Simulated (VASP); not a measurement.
# Sn (I4_1/amd) in VASP: single point with r2SCAN

Aim: the single point of Sn with r2SCAN.

Everything below comes from runs of VASP 6.6.1. Logs are shortened: lines on timing, memory, paths and dates and some standing lists are left out, and cuts for length are marked.

### Step 1. The cell of the first run

It takes space group I4_1/amd (No. 141, tetragonal). Conventional cell: a = 5.888 Å, b = 5.888 Å, c = 3.254 Å, α = 90.00°, β = 90.00°, γ = 90.00°. Within 4.0 Å of Sn (site symmetry -4m2) lie 10 Sn at 3.05 to 3.82 Å.

### Step 2. Single point, r2SCAN

POSCAR reads:

```
Sn
1.0
   -2.9441164778      2.9441164778      1.6268807290
    2.9441164778     -2.9441164778      1.6268807290
    2.9441164778      2.9441164778     -1.6268807290
Sn
2
Direct
    0.7500000000      0.2500000000      0.5000000000
    0.0000000000      0.0000000000      0.0000000000
```

INCAR.step1 reads:

```
SYSTEM = Sn
ALGO = Normal ; EDIFF = 1E-4
ENCUT = 520 ; GGA = PE
ISMEAR = 0 ; LASPH = .TRUE.
LCHARG = .FALSE. ; LREAL = .FALSE.
LWAVE = .TRUE. ; NBANDS = 21
NELM = 100 ; PREC = Accurate
SIGMA = 0.05
```

INCAR.step2 reads:

```
SYSTEM = Sn
ALGO = Normal ; EDIFF = 1E-6
ENCUT = 520 ; ISIF = 2
ISMEAR = 0 ; ISTART = 1
LASPH = .TRUE. ; LCHARG = .FALSE.
LMIXTAU = .TRUE. ; LREAL = .FALSE.
LWAVE = .FALSE. ; METAGGA = R2SCAN
NBANDS = 21 ; NELM = 100
PREC = Accurate ; SIGMA = 0.05
```

KPOINTS reads:

```
k-points
0
G
  14 14 14
  0 0 0
```

Potentials or basis: VASP PAW PBE potentials, release 64 (Sn_d).

The run is started by

```console
$ cat potpaw_PBE.64/Sn_d/POTCAR > POTCAR
$ cp INCAR.step1 INCAR
$ mpirun -np 1 vasp_std > vasp.out
$ cp INCAR.step2 INCAR
$ mpirun -np 1 vasp_std > vasp.out
```

OUTCAR:

```text
SYSTEM = Sn
   EDIFF = 1E-6
   ENCUT = 520
   ISIF = 2
   ISMEAR = 0
   ISTART = 1
   LASPH = .TRUE.
   LREAL = .FALSE.
   METAGGA = R2SCAN
   NELM = 100
   PREC = Accurate

 ion  position               nearest neighbor table
   1  0.750  0.250  0.500-   2 3.05   2 3.05   2 3.05   2 3.05
   2  0.000  0.000  0.000-   1 3.05   1 3.05   1 3.05   1 3.05

  LATTYP: Found a body centered tetragonal cell.
 ALAT       =     5.8882329556
 C/A-ratio  =     0.5525870805

  Lattice vectors:

 A1 = (  -2.9441164778,   2.9441164778,   1.6268807290)
 A2 = (   2.9441164778,  -2.9441164778,   1.6268807290)
 A3 = (   2.9441164778,   2.9441164778,  -1.6268807290)

Analysis of symmetry for initial positions (statically):
=====================================================================
 Subroutine PRICEL returns:
 Original cell was already a primitive cell.

 Routine SETGRP: Setting up the symmetry group for a
 body centered tetragonal supercell.

 Subroutine GETGRP returns: Found 16 space group operations
 (whereof  8 operations were pure point group operations)
 out of a pool of 16 trial point group operations.

The static configuration has the point symmetry D_2d.
 The point group associated with its full space group is D_4h.

Analysis of symmetry for dynamics (positions and initial velocities):
=====================================================================
 Subroutine PRICEL returns:
 Original cell was already a primitive cell.

 Routine SETGRP: Setting up the symmetry group for a
 body centered tetragonal supercell.

 Subroutine GETGRP returns: Found 16 space group operations
 (whereof  8 operations were pure point group operations)
 out of a pool of 16 trial point group operations.

The dynamic configuration has the point symmetry D_2d.
 The point group associated with its full space group is D_4h.

 Subroutine INISYM returns: Found 16 space group operations
 (whereof  8 operations are pure point group operations),
 and found     1 'primitive' translations

----------------------------------------------------------------------------------------

                                     Primitive cell

  volume of cell :      56.4060

  direct lattice vectors                    reciprocal lattice vectors
    -2.944116478  2.944116478  1.626880729     0.000000000  0.169830237  0.307336605
     2.944116478 -2.944116478  1.626880729     0.169830237  0.000000000  0.307336605
     2.944116478  2.944116478 -1.626880729     0.169830237  0.169830237  0.000000000

  length of vectors
     4.470166057  4.470166057  4.470166057     0.351138289  0.351138289  0.240176225

  position of ions in fractional coordinates (direct lattice)
     0.750000000  0.250000000  0.500000000
     0.000000000  0.000000000  0.000000000

  ion indices of the primitive-cell ions
   primitive index   ion index
                 1           1
                 2           2

----------------------------------------------------------------------------------------

 KPOINTS: k-points

Automatic generation of k-mesh.
 Grid dimensions read from file:
 generate k-points for:   14   14   14

 Generating k-lattice:

  Cartesian coordinates                     Fractional coordinates (reciprocal lattice)
     0.000000000  0.012130731  0.021952615     0.071428571  0.000000000  0.000000000
     0.012130731  0.000000000  0.021952615     0.000000000  0.071428571  0.000000000
     0.012130731  0.012130731  0.000000000     0.000000000  0.000000000  0.071428571

  Length of vectors
     0.025081306  0.025081306  0.017155445

  Shift w.r.t. Gamma in fractional coordinates (k-lattice)
     0.000000000  0.000000000  0.000000000

 Subroutine IBZKPT returns following result:
 ===========================================

 Found    244 irreducible k-points:

 Following reciprocal coordinates:
            Coordinates               Weight
  0.000000  0.000000  0.000000      1.000000
  0.071429 -0.000000  0.000000      8.000000
  0.142857 -0.000000  0.000000      8.000000
  0.214286 -0.000000  0.000000      8.000000
  0.285714 -0.000000  0.000000      8.000000
  0.357143 -0.000000  0.000000      8.000000
[... 16 lines left out ...]
  0.214286  0.142857  0.000000     16.000000
  0.285714  0.142857  0.000000     16.000000
 [... further k-points ...]
   k-points           NKPTS =    244   k-points in BZ     NKDIM =    244   number of bands    NBANDS=     21
   number of dos      NEDOS =    301   number of ions     NIONS =      2
   total plane-waves  NPLWV =  46656
   dimension x,y,z NGX =    36 NGY =   36 NGZ =   36
   dimension x,y,z NGXF=    72 NGYF=   72 NGZF=   72
   ions per type =               2
   NGX,Y,Z   is equivalent  to a cutoff of  13.39, 13.39, 13.39 a.u.
   NGXF,Y,Z  is equivalent  to a cutoff of  26.78, 26.78, 26.78 a.u.
 SYSTEM =  Sn
   PREC   = accura    normal or accurate (medium, high low for compatibility)
   ISTART =      1    job   : 0-new  1-cont  2-samecut
   ICHARG =      0    charge: 1-file 2-atom 10-const
   ISPIN  =      1    spin polarized calculation?
   LNONCOLLINEAR =      F non collinear calculations
   LSORBIT =      F    spin-orbit coupling
   LASPH  =      T    aspherical Exc in radial PAW
   ENCUT  =  520.0 eV  38.22 Ry    6.18 a.u.   8.31  8.31  8.31*2*pi/ulx,y,z
   NELM   =    100;   NELMIN=  2; NELMDL=  0     # of ELM steps
   EDIFF  = 0.1E-05   stopping-criterion for ELM
   LREAL  =      F    real-space projection
[... 7 lines left out ...]
   TEBEG  =    0.0;   TEEND  =   0.0 temperature during run
   PSTRESS=    0.0 pullay stress
   NELECT =      28.0000    total number of electrons
   NUPDOWN=      -1.0000    fix difference up-down
   EMIN   =  10.00;   EMAX   =-10.00  energy-range for DOS
   EFERMI =   0.00;   METHOD = LEGACY
   ISMEAR =     0;   SIGMA  =   0.05  broadening in eV -4-tet -1-fermi 0-gaus
   EFERMI_NEDOS =   21; number of points for ismear=-14 and -15
   IALGO  =     38    algorithm
   IMIX   =      4    mixing-type and parameters
     AMIX     =   0.40;   BMIX     =  1.00
     AMIX_MAG =   1.60;   BMIX_MAG =  1.00
  volume/ion in A,a.u.               =      28.20       190.32
  Fermi-wavevector in a.u.,A,eV,Ry     =   1.296241  2.449540 22.861048  1.680240
  Thomas-Fermi vector in A             =   2.427709
   LORBIT       =      0    0 simple, 1 ext, 2 COOP (PROOUT), +10 PAW based schemes
   METAGGA = R2SCAN    functional components
   LHFCALC =     F    Hartree Fock is set to
   AEXX    =    0.0000 exact exchange contribution
   IVDW    =     0    specifies the selected vdW correction
   LEPSILON=     F    determine dielectric tensor
   LRPA    =     F    only Hartree local field effects (RPA)
 non-spin polarized calculation
 Gauss-broadening in eV      SIGMA  =   0.05
  energy-cutoff  :      520.00
  volume of cell :       56.41
 maximum number of plane-waves:      1540
 NGX is ok and might be reduce to    36
   NGX = 17   NGY = 17   NGZ = 17

 number of electron      27.9999991 magnetization

 Free energy of the ion-electron system (eV)
  ---------------------------------------------------
  ext. energy  EPLUGINS =         0.00000000
  ---------------------------------------------------
  free energy    TOTEN  =       -49.23740139 eV

  energy without entropy =      -49.23600228  energy(sigma->0) =      -49.23670184

 E-fermi :   7.4212     XC(G=0): -10.9262

 val. band max:        7.4137662861   @ k =   0.4286   0.3571   0.0714
 cond. band min:       7.4402197443   @ k =  -0.4286   0.0714  -0.0000
 fundamental gap:      0.0264534582
 Fermi energy:         7.4211984352

 k-point     1 :       0.0000    0.0000    0.0000
  band No.  band energies     occupation
      1     -14.8666      2.00000
      2     -14.7687      2.00000
      3     -14.7355      2.00000
      4     -14.7155      2.00000
      5     -14.5842      2.00000
      6     -14.5842      2.00000
[... 13 lines left out ...]
     20      17.7229      0.00000
     21      18.2506      0.00000

 k-point     2 :       0.0714   -0.0000    0.0000
  band No.  band energies     occupation
      1     -14.8636      2.00000
      2     -14.7598      2.00000
      3     -14.7320      2.00000
      4     -14.7051      2.00000
      5     -14.5908      2.00000
      6     -14.5897      2.00000
[... 13 lines left out ...]
     20      17.3612      0.00000
     21      17.5728      0.00000

 k-point     3 :       0.1429   -0.0000    0.0000
  band No.  band energies     occupation
      1     -14.8544      2.00000
      2     -14.7360      2.00000
      3     -14.7221      2.00000
      4     -14.6795      2.00000
      5     -14.6058      2.00000
      6     -14.5961      2.00000
[... 13 lines left out ...]
     20      16.2360      0.00000
     21      16.5536      0.00000

 k-point     4 :       0.2143   -0.0000    0.0000
  band No.  band energies     occupation
      1     -14.8402      2.00000
      2     -14.7079      2.00000
      3     -14.7072      2.00000
      4     -14.6590      2.00000
      5     -14.6241      2.00000
      6     -14.5897      2.00000
[... 13 lines left out ...]
     20      15.3548      0.00000
     21      16.4073      0.00000

 k-point     5 :       0.2857   -0.0000    0.0000
  band No.  band energies     occupation
      1     -14.8241      2.00000
      2     -14.6941      2.00000
      3     -14.6879      2.00000
      4     -14.6629      2.00000
      5     -14.6396      2.00000
      6     -14.6023      2.00000
[... 13 lines left out ...]
     20      14.7442      0.00000
     21      16.8901      0.00000
[... 382 lines left out ...]
     20      17.9602      0.00000
     21      18.0808      0.00000

 k-point    22 :       0.1429    0.1429    0.0000
  band No.  band energies     occupation
      1     -14.8346      2.00000
      2     -14.7003      2.00000
      3     -14.6863      2.00000
      4     -14.6410      2.00000
      5     -14.6262      2.00000
      6     -14.6153      2.00000
[... 13 lines left out ...]
     20      15.2142      0.00000
     21      15.6469      0.00000

 k-point    23 :       0.2143    0.1429    0.0000
  band No.  band energies     occupation
      1     -14.8222      2.00000
      2     -14.6929      2.00000
      3     -14.6854      2.00000
      4     -14.6471      2.00000
      5     -14.6377      2.00000
      6     -14.6248      2.00000
[... 13 lines left out ...]
     20      15.0123      0.00000
     21      16.0627      0.00000

 k-point    24 :       0.2857    0.1429    0.0000
  band No.  band energies     occupation
      1     -14.8111      2.00000
      2     -14.7029      2.00000
      3     -14.6746      2.00000
      4     -14.6679      2.00000
      5     -14.6353      2.00000
      6     -14.6278      2.00000
[... 13 lines left out ...]
     20      15.5519      0.00000
     21      16.8861      0.00000

 [... further k-points ...]

------------------------ aborting loop because EDIFF is reached ----------------------------------------

  FORCE on cell =-STRESS in cart. coord.  units (eV):
  Direction    XX          YY          ZZ          XY          YZ          ZX
  --------------------------------------------------------------------------------------
  -------------------------------------------------------------------------------------
  Total       -0.3897726     -0.3897726     -0.4387060      0.0000000      0.0000000      0.0000000
  in kB      -11.0712375    -11.0712375    -12.4611603      0.0000000      0.0000000      0.0000000
  external PRESSURE =     -11.5345451 kB  Pullay stress =       0.0000000 kB

 VOLUME and BASIS-vectors are now :
 -----------------------------------------------------------------------------
  energy-cutoff  :      520.00
  volume of cell :       56.41
      direct lattice vectors                 reciprocal lattice vectors
    -2.944116478  2.944116478  1.626880729     0.000000000  0.169830237  0.307336605
     2.944116478 -2.944116478  1.626880729     0.169830237  0.000000000  0.307336605
     2.944116478  2.944116478 -1.626880729     0.169830237  0.169830237  0.000000000

 POSITION                                       TOTAL-FORCE (eV/Angst)
 -----------------------------------------------------------------------------------
     -0.00000      2.94412      0.81344        -0.000000     -0.000000      0.000000
      0.00000      0.00000      0.00000         0.000000      0.000000     -0.000000
 -----------------------------------------------------------------------------------
    total drift:                               -0.000000      0.000000     -0.000000

  FREE ENERGIE OF THE ION-ELECTRON SYSTEM (eV)
  ---------------------------------------------------
  free  energy   TOTEN  =       -49.2374013909 eV

  energy  without entropy=      -49.2360022849  energy(sigma->0) =      -49.23670184
```

It took 9.6 min on 1 thread of Intel Xeon 6975P-C (Granite Rapids), shared host; peak memory 0.37 GiB.

What came out:

```yaml
Free_energy: -49.2374 eV
Pressure: -1.2 GPa
Band_gap_on_the_k_mesh: zero (band 14 reaches 8.95 eV, above the bottom of band 15 at 4.85 eV)
```

Caveat: the PAW data sets were made with another functional, which shifts forces and pressure a little; spin-orbit coupling is left out, which moves the levels of the heavy elements.
